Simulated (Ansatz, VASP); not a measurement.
Two plane-wave programs on WS2

File INCAR:

```
PREC = Accurate
ENCUT = 520
EDIFF = 1E-7
ISMEAR = 0
SIGMA = 0.05
LREAL = False
LASPH = True
NELM = 150
ALGO = Normal
ISIF = 2
LWAVE = False
LCHARG = True
ISPIN = 2
MAGMOM = 0 0 0 0 0 0
LORBIT = 11
LMAXMIX = 4
GGA = PE
LELF = True
LVHAR = True
NBANDS = 39
```

Contents of KPOINTS:

```
regular mesh
0
Gamma
  7 7 2
```

The input POSCAR:

```
WS2
1.0
    3.1799994900      0.0000000000      0.0000000000
   -1.5899997400      2.7539603400      0.0000000000
    0.0000000000      0.0000000000     12.4999993200
W S
2 4
Direct
    0.3333333333      0.6666666667      0.2500000000
    0.6666666667      0.3333333333      0.7500000000
    0.3333333333      0.6666666667      0.6200000000
    0.6666666667      0.3333333333      0.1200000000
    0.3333333333      0.6666666667      0.8800000000
    0.6666666667      0.3333333333      0.3800000000
```

Input for Ansatz:

```yaml
crystal:
  lattice:
    - [3.17999949, 0.0, 0.0]
    - [-1.58999974, 2.75396034, 0.0]
    - [0.0, 0.0, 12.49999932]
  atoms:
    - { symbol: W, position: [0.3333333333, 0.6666666667, 0.25], spin: 0.3 }
    - { symbol: W, position: [0.6666666667, 0.3333333333, 0.75], spin: 0.3 }
    - { symbol: S, position: [0.3333333333, 0.6666666667, 0.62] }
    - { symbol: S, position: [0.6666666667, 0.3333333333, 0.12] }
    - { symbol: S, position: [0.3333333333, 0.6666666667, 0.88] }
    - { symbol: S, position: [0.6666666667, 0.3333333333, 0.38] }
basis:
  ecutwfc: 420
  ecutrho_ratio: 4
kpoints:
  mp_grid: { grid: [7, 7, 2] }
hamiltonian:
  xc: pbe
  hubbard:
    sites:
      - { site: 0, l: d, u_eff: 0.0, starting_ns: [{ spin: up, occupation_matrix: s0up }, { spin: down, occupation_matrix: s0down }] }
      - { site: 1, l: d, u_eff: 0.0, starting_ns: [{ spin: up, occupation_matrix: s1up }, { spin: down, occupation_matrix: s1down }] }
    occupation_matrices:
      s0up:
        matrix:
          - [0.97, 0.0, 0.0, 0.0, 0.0]
          - [0.0, 0.02, 0.0, 0.0, 0.0]
          - [0.0, 0.0, 0.02, 0.0, 0.0]
          - [0.0, 0.0, 0.0, 0.02, 0.0]
          - [0.0, 0.0, 0.0, 0.0, 0.02]
      s0down:
        matrix:
          - [0.97, 0.0, 0.0, 0.0, 0.0]
          - [0.0, 0.02, 0.0, 0.0, 0.0]
          - [0.0, 0.0, 0.02, 0.0, 0.0]
          - [0.0, 0.0, 0.0, 0.02, 0.0]
          - [0.0, 0.0, 0.0, 0.0, 0.02]
      s1up:
        matrix:
          - [0.97, 0.0, 0.0, 0.0, 0.0]
          - [0.0, 0.02, 0.0, 0.0, 0.0]
          - [0.0, 0.0, 0.02, 0.0, 0.0]
          - [0.0, 0.0, 0.0, 0.02, 0.0]
          - [0.0, 0.0, 0.0, 0.0, 0.02]
      s1down:
        matrix:
          - [0.02, 0.0, 0.0, 0.0, 0.0]
          - [0.0, 0.02, 0.0, 0.0, 0.0]
          - [0.0, 0.0, 0.02, 0.0, 0.0]
          - [0.0, 0.0, 0.0, 0.02, 0.0]
          - [0.0, 0.0, 0.0, 0.0, 0.97]
    ns_hold: until_converged
scf:
  occupations: { method: gaussian, width: 0.05 }
  lower_state_search: "off"
  max_iter: 150
output:
  forces: true
  stress: true
  eigenvalues: true
  populations: true
  hubbard: { sites: [{ site: 0, l: d }, { site: 1, l: d }] }
magnetization:
  spin_polarized: true
```

Alike in both runs: task single point; functional PBE; k mesh 7 × 7 × 2; occupations gaussian, width 0.05 eV; collinear spin.

|  | VASP | Ansatz |
| --- | --- | --- |
| version | VASP 6.6.1 | Ansatz 0.2.0 |
| potentials or method | VASP PAW PBE potentials, release 64 (W_sv, S), cutoff 520 eV | scalar-relativistic, plane waves, PAW |
| valence electrons in the cell | 52 | 52 |

```csv
,VASP,Ansatz,Ansatz less VASP
gap on the k mesh at the Fermi level (eV),1.09,1.08,-0.014
least direct gap on the mesh (eV),2.27,2.26,-0.010
pressure (GPa),-3.7,-3.7,+0.05
"traceless stress, the component that is largest in VASP (GPa)",-3.29,-3.29,-0.005
rms of the force components (eV/Å),0.498,0.499,+0.0014
```

Atom by atom the forces differ by 0.001 eV/Å (rms over components). Ansatz's warnings: seeded moment not kept, specified occupation not kept, symmetry narrowed by occupation matrices.

Neither program's run includes spin-orbit coupling.
